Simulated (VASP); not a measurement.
Write the native input for VASP 6.6.1 that does the following.

```yaml
Task: single point
Functional: PBE
Potentials_or_basis: VASP PAW PBE potentials, release 64 (Na_pv, Cl)
Cutoff: 520 eV
k_mesh: 6 × 6 × 6
Occupations: gaussian, width 0.02 eV
Spin: no spin polarisation
Dipole_correction: no
Further_INCAR_settings: ALGO = Normal; EDIFF = 1e-06; NBANDS = 14
```

The structure of NaCl lies in POSCAR:

```
NaCl
1.0
    3.5050044875      0.0000000000      0.0000000000
    0.0000000000      3.5050044875      0.0000000000
    0.0000000000      0.0000000000      3.5050044875
Na Cl
1 1
Direct
    0.0000000000      0.0000000000      0.0000000000
    0.5000000000      0.5000000000      0.5000000000
```

The input as run:

INCAR

```
SYSTEM = NaCl
PREC = Accurate
ENCUT = 520
EDIFF = 1E-6
ISMEAR = 0
SIGMA = 0.02
LREAL = .False.
LASPH = .True.
NELM = 80
ALGO = Normal
ISIF = 2
LWAVE = .False.
LCHARG = .False.
GGA = PE
NBANDS = 14
```

KPOINTS

```
Automatic mesh
0
Gamma
  6 6 6
  0 0 0
```

Potentials or basis: VASP PAW PBE potentials, release 64 (Na_pv, Cl).

Run with:

```console
$ cat potpaw_PBE.64/Na_pv/POTCAR potpaw_PBE.64/Cl/POTCAR > POTCAR
$ mpirun -np 1 vasp_std > vasp.out
```

Results of the run:

* Pressure: 0.0 GPa
* Band gap on the k mesh: 3.97 eV, indirect (least direct gap 4.46 eV)

Run time: 6.9 s on 1 thread of AMD EPYC 9R45 96-Core Processor (Zen 5), on a shared host, peak memory 0.12 GiB.
